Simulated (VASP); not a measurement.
# SrLiH3 (Cmmm) in VASP: notebook

SrLiH3 is run at these levels: PBE; tasks: single point.

All numbers are computed with VASP 6.6.1; they aren't measurements. Logs are shortened: lines on timing, memory, paths and dates and some standing lists are left out, and cuts for length are marked.

### 1 The cell of the first run

The structure is orthorhombic, space group Cmmm (No. 65). Conventional cell: a = 6.483 Å, b = 6.614 Å, c = 4.631 Å, α = 90.00°, β = 90.00°, γ = 90.00°. Within 4.3 Å of Li (site symmetry mmm) lie 12 H at 3.24 to 3.31 Å and 8 Sr at 3.98 to 4.04 Å. Within 3.1 Å of Sr (site symmetry mmm) lie 6 H at 2.32 Å. H (site symmetry 2/m) has 2 Sr at 2.32 Å within 3.1 Å. H (site symmetry mmm) has 2 Sr at 2.32 Å within 3.1 Å.

### 2 Single point, PBE (strain -0.0200 x Voigt [0, 0, 0, 0, 1, 0])

INCAR reads:

```
SYSTEM = SrLiH3
PREC = Accurate ; ENCUT = 520
EDIFF = 1E-6 ; ISMEAR = 0
SIGMA = 0.05 ; LREAL = .FALSE.
LASPH = .TRUE. ; NELM = 60
ALGO = Normal ; ISIF = 2
LWAVE = .FALSE. ; LCHARG = .FALSE.
GGA = PE ; NBANDS = 16
```

KPOINTS reads:

```
Automatic mesh
0
G
  6 6 6
  0 0 0
```

POSCAR reads:

```
SrLiH3
1.0
    4.6307910000      0.0000000000     -0.0463079100
    0.0000000000      4.6307910000      0.0000000000
   -0.0463079100      0.0000000000      4.6307910000
Li Sr H
1 1 3
Direct
    0.0000000000      0.0000000000      0.0000000000
    0.5000000000      0.5000000000      0.5000000000
    0.0000000000      0.5000000000      0.5000000000
    0.5000000000      0.0000000000      0.5000000000
    0.5000000000      0.5000000000      0.0000000000
```

Potentials or basis: VASP PAW PBE potentials, release 64 (Li_sv, Sr_sv, H).

Launch:

```
$ cat potpaw_PBE.64/Li_sv/POTCAR potpaw_PBE.64/Sr_sv/POTCAR potpaw_PBE.64/H/POTCAR > POTCAR
$ mpirun -np 1 vasp_std > vasp.out
```

OUTCAR:

```text
SYSTEM = SrLiH3
   PREC = Accurate
   ENCUT = 520
   EDIFF = 1E-6
   ISMEAR = 0
   LREAL = .FALSE.
   LASPH = .TRUE.
   NELM = 60
   ISIF = 2
   GGA = PE

 ion  position               nearest neighbor table
   1  0.000  0.000  0.000-
   2  0.500  0.500  0.500-   4 2.32   4 2.32   5 2.32   5 2.32   3 2.32   3 2.32
   3  0.000  0.500  0.500-   2 2.32   2 2.32
   4  0.500  0.000  0.500-   2 2.32   2 2.32
   5  0.500  0.500  0.000-   2 2.32   2 2.32

  LATTYP: Found a base centered orthorhombic cell.
 ALAT       =     6.4834381623
 B/A-ratio  =     1.0202020202
 C/A-ratio  =     0.7142492739

  Lattice vectors:

 A1 = (  -0.0463079100,   0.0000000000,   4.6307910000)
 A2 = (   4.6307910000,   0.0000000000,  -0.0463079100)
 A3 = (   0.0000000000,   4.6307910000,   0.0000000000)

Analysis of symmetry for initial positions (statically):
=====================================================================
 Subroutine PRICEL returns:
 Original cell was already a primitive cell.

 Routine SETGRP: Setting up the symmetry group for a
 base centered orthorhombic supercell.

 Subroutine GETGRP returns: Found  8 space group operations
 (whereof  8 operations were pure point group operations)
 out of a pool of  8 trial point group operations.

The static configuration has the point symmetry D_2h.

Analysis of symmetry for dynamics (positions and initial velocities):
=====================================================================
 Subroutine PRICEL returns:
 Original cell was already a primitive cell.

 Routine SETGRP: Setting up the symmetry group for a
 base centered orthorhombic supercell.

 Subroutine GETGRP returns: Found  8 space group operations
 (whereof  8 operations were pure point group operations)
 out of a pool of  8 trial point group operations.

The dynamic configuration has the point symmetry D_2h.

 Subroutine INISYM returns: Found  8 space group operations
 (whereof  8 operations are pure point group operations),
 and found     1 'primitive' translations

----------------------------------------------------------------------------------------

                                     Primitive cell

  volume of cell :      99.2938

  direct lattice vectors                    reciprocal lattice vectors
     4.630791000  0.000000000 -0.046307910     0.215967425  0.000000000  0.002159674
     0.000000000  4.630791000  0.000000000     0.000000000  0.215945829  0.000000000
    -0.046307910  0.000000000  4.630791000     0.002159674  0.000000000  0.215967425

  length of vectors
     4.631022534  4.630791000  4.631022534     0.215978224  0.215945829  0.215978224

  position of ions in fractional coordinates (direct lattice)
     0.000000000  0.000000000  0.000000000
     0.500000000  0.500000000  0.500000000
     0.000000000  0.500000000  0.500000000
     0.500000000  0.000000000  0.500000000
     0.500000000  0.500000000  0.000000000

  ion indices of the primitive-cell ions
   primitive index   ion index
                 1           1
                 2           2
                 3           3
                 4           4
                 5           5

----------------------------------------------------------------------------------------

 KPOINTS: Automatic mesh

Automatic generation of k-mesh.
 Grid dimensions read from file:
 generate k-points for:    6    6    6

 Generating k-lattice:

  Cartesian coordinates                     Fractional coordinates (reciprocal lattice)
     0.035994571  0.000000000  0.000359946     0.166666667  0.000000000  0.000000000
     0.000000000  0.035990971  0.000000000     0.000000000  0.166666667  0.000000000
     0.000359946  0.000000000  0.035994571     0.000000000  0.000000000  0.166666667

  Length of vectors
     0.035996371  0.035990971  0.035996371

  Shift w.r.t. Gamma in fractional coordinates (k-lattice)
     0.000000000  0.000000000  0.000000000

 Subroutine IBZKPT returns following result:
 ===========================================

 Found     52 irreducible k-points:

 Following reciprocal coordinates:
            Coordinates               Weight
  0.000000  0.000000  0.000000      1.000000
  0.166667  0.000000 -0.000000      4.000000
  0.333333  0.000000  0.000000      4.000000
  0.500000  0.000000  0.000000      2.000000
  0.000000  0.166667  0.000000      2.000000
  0.166667  0.166667 -0.000000      8.000000
[... 16 lines left out ...]
  0.333333  0.166667  0.166667      8.000000
  0.500000  0.166667  0.166667      8.000000
 [... further k-points ...]
   k-points           NKPTS =     52   k-points in BZ     NKDIM =     52   number of bands    NBANDS=     16
   number of dos      NEDOS =    301   number of ions     NIONS =      5
   total plane-waves  NPLWV =  46656
   dimension x,y,z NGX =    36 NGY =   36 NGZ =   36
   dimension x,y,z NGXF=    72 NGYF=   72 NGZF=   72
   ions per type =               1   1   3
   NGX,Y,Z   is equivalent  to a cutoff of  12.92, 12.92, 12.92 a.u.
   NGXF,Y,Z  is equivalent  to a cutoff of  25.85, 25.85, 25.85 a.u.
 SYSTEM =  SrLiH3
   PREC   = accura    normal or accurate (medium, high low for compatibility)
   ISTART =      0    job   : 0-new  1-cont  2-samecut
   ICHARG =      2    charge: 1-file 2-atom 10-const
   ISPIN  =      1    spin polarized calculation?
   LNONCOLLINEAR =      F non collinear calculations
   LSORBIT =      F    spin-orbit coupling
   LASPH  =      T    aspherical Exc in radial PAW
   ENCUT  =  520.0 eV  38.22 Ry    6.18 a.u.   8.61  8.61  8.61*2*pi/ulx,y,z
   NELM   =     60;   NELMIN=  2; NELMDL= -5     # of ELM steps
   EDIFF  = 0.1E-05   stopping-criterion for ELM
   LREAL  =      F    real-space projection
   EDIFFG = 0.1E-04   stopping-criterion for IOM
   NSW    =      0    number of steps for IOM
   IBRION =     -1    ionic relax: 0-MD 1-quasi-New 2-CG
   NFREE  =      0    steps in history (QN), initial steepest desc. (CG)
   ISIF   =      2    stress and relaxation
   ISYM   =      2    0-nonsym 1-usesym 2-fastsym
   POTIM  = 0.5000    time-step for ionic-motion
   TEBEG  =    0.0;   TEEND  =   0.0 temperature during run
   PSTRESS=    0.0 pullay stress
   NELECT =      16.0000    total number of electrons
   NUPDOWN=      -1.0000    fix difference up-down
   EMIN   =  10.00;   EMAX   =-10.00  energy-range for DOS
   EFERMI =   0.00;   METHOD = LEGACY
   ISMEAR =     0;   SIGMA  =   0.05  broadening in eV -4-tet -1-fermi 0-gaus
   EFERMI_NEDOS =   21; number of points for ismear=-14 and -15
   IALGO  =     38    algorithm
   IMIX   =      4    mixing-type and parameters
     AMIX     =   0.40;   BMIX     =  1.00
     AMIX_MAG =   1.60;   BMIX_MAG =  1.00
  volume/ion in A,a.u.               =      19.86       134.01
  Fermi-wavevector in a.u.,A,eV,Ry     =   0.890856  1.683474 10.797913  0.793624
  Thomas-Fermi vector in A             =   2.012601
   LORBIT       =      0    0 simple, 1 ext, 2 COOP (PROOUT), +10 PAW based schemes
   GGA     = PE    functional components
   LHFCALC =     F    Hartree Fock is set to
   AEXX    =    0.0000 exact exchange contribution
   IVDW    =     0    specifies the selected vdW correction
   LEPSILON=     F    determine dielectric tensor
   LRPA    =     F    only Hartree local field effects (RPA)
 non-spin polarized calculation
 Gauss-broadening in eV      SIGMA  =   0.05
  energy-cutoff  :      520.00
  volume of cell :       99.29
 maximum number of plane-waves:      2690
 NGX is ok and might be reduce to    36
   NGX = 17   NGY = 17   NGZ = 17

 number of electron      16.0000001 magnetization

 Free energy of the ion-electron system (eV)
  ---------------------------------------------------
  ext. energy  EPLUGINS =         0.00000000
  ---------------------------------------------------
  free energy    TOTEN  =       -13.85624479 eV

  energy without entropy =      -13.85624479  energy(sigma->0) =      -13.85624479

 E-fermi :  -1.2142     XC(G=0):  -6.7764

 val. band max:       -1.4312763745   @ k =   0.5000   0.5000   0.5000
 cond. band min:       0.3576878319   @ k =   0.5000   0.5000   0.0000
 fundamental gap:      1.7889642064
 Fermi energy:        -1.2141800487

 k-point     1 :       0.0000    0.0000    0.0000
  band No.  band energies     occupation
      1     -49.1314      2.00000
      2     -34.3196      2.00000
      3     -16.3868      2.00000
      4     -16.3792      2.00000
      5     -16.3713      2.00000
      6      -4.5547      2.00000
[... 8 lines left out ...]
     15       5.5492      0.00000
     16       8.3147      0.00000

 k-point     2 :       0.1667    0.0000   -0.0000
  band No.  band energies     occupation
      1     -49.1314      2.00000
      2     -34.3189      2.00000
      3     -16.4089      2.00000
      4     -16.3780      2.00000
      5     -16.3760      2.00000
      6      -4.3758      2.00000
[... 8 lines left out ...]
     15       5.7011      0.00000
     16       7.3220      0.00000

 k-point     3 :       0.3333    0.0000    0.0000
  band No.  band energies     occupation
      1     -49.1313      2.00000
      2     -34.3175      2.00000
      3     -16.4629      2.00000
      4     -16.3756      2.00000
      5     -16.3748      2.00000
      6      -3.9664      2.00000
[... 8 lines left out ...]
     15       6.2166      0.00000
     16       6.3463      0.00000

 k-point     4 :       0.5000    0.0000    0.0000
  band No.  band energies     occupation
      1     -49.1314      2.00000
      2     -34.3168      2.00000
      3     -16.4899      2.00000
      4     -16.3743      2.00000
      5     -16.3738      2.00000
      6      -3.7133      2.00000
[... 8 lines left out ...]
     15       6.0335      0.00000
     16       6.8277      0.00000

 k-point     5 :       0.0000    0.1667    0.0000
  band No.  band energies     occupation
      1     -49.1313      2.00000
      2     -34.3189      2.00000
      3     -16.4073      2.00000
      4     -16.3856      2.00000
      5     -16.3701      2.00000
      6      -4.3758      2.00000
[... 8 lines left out ...]
     15       5.7017      0.00000
     16       7.3199      0.00000

 k-point     6 :       0.1667    0.1667   -0.0000
  band No.  band energies     occupation
      1     -49.1313      2.00000
      2     -34.3182      2.00000
      3     -16.4077      2.00000
      4     -16.4059      2.00000
      5     -16.3748      2.00000
      6      -4.1920      2.00000
[... 8 lines left out ...]
     15       6.2966      0.00000
     16       7.5475      0.00000
[... 267 lines left out ...]
 k-point    21 :      -0.1667    0.0000    0.1667
  band No.  band energies     occupation
      1     -49.1313      2.00000
      2     -34.3182      2.00000
      3     -16.4125      2.00000
      4     -16.3990      2.00000
      5     -16.3768      2.00000
      6      -4.1975      2.00000
[... 8 lines left out ...]
     15       6.2771      0.00000
     16       7.5773      0.00000

 k-point    22 :       0.1667    0.1667    0.1667
  band No.  band energies     occupation
      1     -49.1313      2.00000
      2     -34.3175      2.00000
      3     -16.4123      2.00000
      4     -16.4046      2.00000
      5     -16.3968      2.00000
      6      -3.9967      2.00000
[... 8 lines left out ...]
     15       6.6668      0.00000
     16       7.9376      0.00000

 k-point    23 :       0.3333    0.1667    0.1667
  band No.  band energies     occupation
      1     -49.1313      2.00000
      2     -34.3161      2.00000
      3     -16.4602      2.00000
      4     -16.4022      2.00000
      5     -16.4009      2.00000
      6      -3.5578      2.00000
[... 8 lines left out ...]
     15       6.4572      0.00000
     16       6.6376      0.00000

 k-point    24 :       0.5000    0.1667    0.1667
  band No.  band energies     occupation
      1     -49.1313      2.00000
      2     -34.3154      2.00000
      3     -16.4867      2.00000
      4     -16.4009      2.00000
      5     -16.3998      2.00000
      6      -3.2912      2.00000
[... 8 lines left out ...]
     15       6.1347      0.00000
     16       6.9322      0.00000

 [... further k-points ...]

------------------------ aborting loop because EDIFF is reached ----------------------------------------

  FORCE on cell =-STRESS in cart. coord.  units (eV):
  Direction    XX          YY          ZZ          XY          YZ          ZX
  --------------------------------------------------------------------------------------
  -------------------------------------------------------------------------------------
  Total        0.1059291      0.1116308      0.1059291      0.0000000      0.0000000      0.0651330
  in kB        1.7092433      1.8012440      1.7092433      0.0000000      0.0000000      1.0509679
  external PRESSURE =       1.7399102 kB  Pullay stress =       0.0000000 kB

 VOLUME and BASIS-vectors are now :
 -----------------------------------------------------------------------------
  energy-cutoff  :      520.00
  volume of cell :       99.29
      direct lattice vectors                 reciprocal lattice vectors
     4.630791000  0.000000000 -0.046307910     0.215967425  0.000000000  0.002159674
     0.000000000  4.630791000  0.000000000     0.000000000  0.215945829  0.000000000
    -0.046307910  0.000000000  4.630791000     0.002159674  0.000000000  0.215967425

 POSITION                                       TOTAL-FORCE (eV/Angst)
 -----------------------------------------------------------------------------------
      0.00000      0.00000      0.00000         0.000000      0.000000      0.000000
      2.29224      2.31540      2.29224        -0.000000      0.000000      0.000000
     -0.02315      2.31540      2.31540         0.000000      0.000000      0.000000
      2.29224      0.00000      2.29224        -0.000000      0.000000      0.000000
      2.31540      2.31540     -0.02315         0.000000      0.000000      0.000000
 -----------------------------------------------------------------------------------
    total drift:                                0.000000      0.000000      0.000000

  FREE ENERGIE OF THE ION-ELECTRON SYSTEM (eV)
  ---------------------------------------------------
  free  energy   TOTEN  =       -13.8562447947 eV

  energy  without entropy=      -13.8562447947  energy(sigma->0) =      -13.85624479
```

Run time: 32 s. Hardware: 1 thread of Intel Xeon Platinum 8559C (Emerald Rapids), shared host; peak memory 0.25 GiB.

What came out:

```
Free energy            : -13.8562 eV
Band gap on the k mesh : 1.79 eV (least direct gap 2.20 eV)
```

Levels at points of the mesh, in eV from the valence-band top:
```csv
k point,band 5,band 6,band 7,band 8,band 9,band 10,band 11,band 12
"(0.00, 0.00, 0.00)",-14.94,-3.12,-0.97,-0.97,5.14,5.14,5.17,5.20
"(0.50, 0.00, 0.00)",-14.94,-2.28,-0.89,-0.83,3.86,4.63,4.63,6.03
"(0.00, 0.50, 0.00)",-14.94,-2.28,-0.90,-0.83,3.86,4.57,4.69,6.02
"(0.50, 0.50, 0.00)",-14.94,-1.40,-0.46,-0.46,1.79,5.09,5.09,5.63
"(0.50, 0.00, 0.50)",-14.94,-1.40,-0.50,-0.41,1.79,5.09,5.10,5.62
"(0.50, 0.50, 0.50)",-15.04,-0.08,-0.04,0.00,2.40,2.41,2.43,4.40
```

Caveat: the cell differs from its parent crystal (strain -0.0200 x Voigt [0, 0, 0, 0, 1, 0]); the cutoff is under 1.25 times the usual one of these potentials, so pressure, stress and relaxed cells hold a basis-set (Pulay) error.

### 3 Single point, PBE (strain +0.0150 x Voigt [0, 0, 0, 0, 1, 0])

INCAR reads:

```
ALGO = Normal ; EDIFF = 1E-7
ENCUT = 520 ; GGA = PE
ISIF = 2 ; ISMEAR = 0
LASPH = True ; LCHARG = False
LREAL = False ; LWAVE = False
NBANDS = 16 ; NELM = 80
PREC = Accurate ; SIGMA = 0.05
```

KPOINTS reads:

```
k-points
0
Gamma
  6 6 6
```

POSCAR: that of step 2 with these lines changed.

```diff
@@ -2,5 +2,5 @@
 1.0
-    4.6307910000      0.0000000000     -0.0463079100
+    4.6307910000      0.0000000000      0.0347309325
     0.0000000000      4.6307910000      0.0000000000
-   -0.0463079100      0.0000000000      4.6307910000
+    0.0347309325      0.0000000000      4.6307910000
 Li Sr H
```

Potentials or basis: VASP PAW PBE potentials, release 64 (Li_sv, Sr_sv, H).

Launch:

```
$ cat potpaw_PBE.64/Li_sv/POTCAR potpaw_PBE.64/Sr_sv/POTCAR potpaw_PBE.64/H/POTCAR > POTCAR
$ mpirun -np 1 vasp_std > vasp.out
```

Run time: 40 s. Hardware: 1 thread of Intel Xeon Platinum 8559C (Emerald Rapids), shared host; peak memory 0.25 GiB.

The run converged. Its results:

```yaml
Free_energy: -13.8565 eV
Band_gap_on_the_k_mesh: 1.80 eV (least direct gap 2.21 eV)
```

Levels at points of the mesh, in eV from the valence-band top:
```csv
k point,band 4,band 5,band 6,band 7,band 8,band 9,band 10,band 11,band 12,band 13
"(0.00, 0.00, 0.00)",-14.94,-14.93,-3.11,-0.96,-0.96,5.15,5.16,5.18,5.20,6.94
"(0.50, 0.00, 0.00)",-14.93,-14.93,-2.27,-0.89,-0.82,3.87,4.64,4.64,6.04,7.16
"(0.00, 0.50, 0.00)",-14.94,-14.93,-2.27,-0.89,-0.82,3.87,4.59,4.69,6.03,7.14
"(0.50, 0.50, 0.00)",-15.04,-14.93,-1.39,-0.45,-0.45,1.80,5.10,5.10,5.64,5.64
"(0.50, 0.00, 0.50)",-15.04,-14.93,-1.39,-0.48,-0.42,1.80,5.10,5.10,5.63,5.65
"(0.50, 0.50, 0.50)",-15.04,-15.03,-0.06,-0.03,0.00,2.41,2.42,2.44,4.41,6.51
```

Caveat: the cell differs from its parent crystal (strain +0.0150 x Voigt [0, 0, 0, 0, 1, 0]); the cutoff is under 1.25 times the usual one of these potentials, so pressure, stress and relaxed cells hold a basis-set (Pulay) error. A k mesh can miss the band edges.

### 4 Single point, PBE (strain -0.0100 x Voigt [0, 0, 0, 0, 1, 0])

INCAR reads:

```
SYSTEM = SrLiH3
PREC = Accurate ; ENCUT = 520
EDIFF = 1E-6 ; ISMEAR = 0
SIGMA = 0.05 ; LREAL = .FALSE.
LASPH = .TRUE. ; NELM = 60
ALGO = Normal ; ISIF = 2
LWAVE = .FALSE. ; LCHARG = .TRUE.
GGA = PE ; LELF = .TRUE.
LVHAR = .TRUE. ; NBANDS = 16
```

KPOINTS reads:

```
regular mesh
0
G
  6 6 6
  0 0 0
```

POSCAR: that of step 3 with these lines changed.

```diff
@@ -2,5 +2,5 @@
 1.0
-    4.6307910000      0.0000000000      0.0347309325
+    4.6307910000      0.0000000000     -0.0231539550
     0.0000000000      4.6307910000      0.0000000000
-    0.0347309325      0.0000000000      4.6307910000
+   -0.0231539550      0.0000000000      4.6307910000
 Li Sr H
```

Launch:

```
$ cat potpaw_PBE.64/Li_sv/POTCAR potpaw_PBE.64/Sr_sv/POTCAR potpaw_PBE.64/H/POTCAR > POTCAR
$ mpirun -np 1 vasp_std > vasp.out
```

Wall time 33 s (1 thread of Intel Xeon Platinum 8559C (Emerald Rapids), shared host); peak memory 0.25 GiB.

Results (log left out):

* Free energy: -13.8567 eV
* Band gap on the k mesh: 1.81 eV (least direct gap 2.22 eV)

Levels at points of the mesh, in eV from the valence-band top:
| k point | band 5 | band 6 | band 7 | band 8 | band 9 | band 10 | band 11 | band 12 |
| --- | --- | --- | --- | --- | --- | --- | --- | --- |
| (0.00, 0.00, 0.00) | -14.92 | -3.10 | -0.95 | -0.95 | 5.16 | 5.18 | 5.19 | 5.20 |
| (0.50, 0.00, 0.00) | -14.92 | -2.26 | -0.88 | -0.81 | 3.88 | 4.65 | 4.65 | 6.05 |
| (0.00, 0.50, 0.00) | -14.92 | -2.26 | -0.88 | -0.81 | 3.88 | 4.62 | 4.68 | 6.05 |
| (0.50, 0.50, 0.00) | -14.92 | -1.38 | -0.44 | -0.44 | 1.81 | 5.11 | 5.11 | 5.65 |
| (0.50, 0.00, 0.50) | -14.92 | -1.38 | -0.46 | -0.42 | 1.81 | 5.11 | 5.11 | 5.65 |
| (0.50, 0.50, 0.50) | -15.02 | -0.04 | -0.02 | 0.00 | 2.42 | 2.43 | 2.44 | 4.42 |

Caveat: the cell differs from its parent crystal (strain -0.0100 x Voigt [0, 0, 0, 0, 1, 0]); the cutoff is under 1.25 times the usual one of these potentials, so pressure, stress and relaxed cells hold a basis-set (Pulay) error. A k mesh can miss the band edges.

[end of part 1 of 2]
